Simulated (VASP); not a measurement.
Ti2Ge5Ru:

```
Ti Ge Ru
1.0
     4.36823    0.00000    0.00000
     0.00000    5.09480    0.00000
     0.00000    0.00000    6.85690
Ti Ge Ru
2 5 1
Direct
  0.00000 0.50000 0.50000
  0.50000 0.50000 0.50000
  0.00000 0.74348 0.25716
  0.00000 0.74348 0.74284
  0.00000 0.25652 0.74284
  0.00000 0.25652 0.25716
  0.00000 0.00000 0.00000
  0.50000 0.00000 0.00000
```

The cell was built from a structure type or drawn by symmetry, and may not be a known phase.

- Program: VASP 6.6.1
- Task: relaxation of cell and atoms
- Functional: PBE
- Potentials or basis: VASP PAW PBE potentials, release 64 (Ti_sv, Ge_d, Ru_pv)
- Cutoff: 600 eV
- k mesh: 4 × 3 × 3
- Occupations: gaussian, width 0.2 eV
- Spin: no spin polarisation

At the start: pressure 39.0 GPa; volume 19.08 Å³/atom.

Question: Where does the relaxation end?

Answer: Over 22 steps the energy falls by 898.3 meV/atom and the volume is 27.88 Å³/atom (+46.1 %); space group Pmmm (No. 47, to 0.1 Å) before and after.

Step by step:
| step | energy change (eV) | largest force (eV/Å) | pressure (GPa) | volume (Å³) |
| --- | --- | --- | --- | --- |
| 1 | 0.0000 | 3.3242 | 39.03 | 152.60 |
| 2 | -4.4345 | 0.6675 | -7.26 | 278.08 |
| 3 | -6.5231 | 0.6330 | -0.05 | 213.81 |
| 4 | -6.5230 | 0.6201 | 0.28 | 212.46 |
| 5 | -6.5858 | 0.3971 | 0.17 | 213.22 |
| 6 | -6.5969 | 0.3683 | 0.16 | 213.70 |
| 7 | -6.6396 | 0.4084 | -0.12 | 214.95 |
| 8 | -6.6814 | 0.5856 | -0.58 | 217.67 |
| 9 | -6.7065 | 0.5869 | -0.52 | 217.62 |
| 10 | -6.7827 | 0.5705 | -0.30 | 217.49 |
| 11 | -6.9277 | 0.3927 | 0.25 | 217.21 |
| 12 | -6.8891 | 1.2959 | 2.29 | 216.58 |
| 13 | -6.9916 | 0.1136 | 0.71 | 217.02 |
| 14 | -7.0043 | 0.3121 | 1.25 | 216.84 |
| 15 | -7.0065 | 0.1651 | 1.07 | 216.90 |
| 16 | -7.0601 | 0.3372 | 0.90 | 218.83 |
| 17 | -7.0811 | 0.6692 | 0.75 | 221.55 |
| 18 | -7.1352 | 0.3442 | -0.01 | 224.43 |
| 19 | -7.1483 | 0.1466 | -0.59 | 226.91 |
| 20 | -7.1708 | 0.0776 | -0.43 | 225.69 |
| 21 | -7.1838 | 0.0299 | -0.14 | 223.82 |
| 22 | -7.1865 | 0.0361 | 0.03 | 223.01 |

Final structure:
```xyz
8
Lattice="4.6205 0.0000 0.0000 0.0000 6.3799 0.0000 0.0000 0.0000 7.5653" Properties=species:S:1:pos:R:3 pbc="T T T"
Ti    0.0000    3.1900    3.7826
Ti    2.3103    3.1900    3.7826
Ge    4.6205    5.1459    2.2677
Ge    4.6205    5.1459    5.2976
Ge    0.0000    1.2340    5.2976
Ge    0.0000    1.2340    2.2677
Ge    0.0000    6.3799    0.0000
Ru    2.3103    6.3799    0.0000
```

Caveat: the k points lie up to 0.34 Å⁻¹ apart in the final cell; the volume moved by over 15 % at a fixed basis, so the end points are rough; the relaxation stopped at a loose force limit of 0.08 eV/Å, so its end isn't a converged minimum.
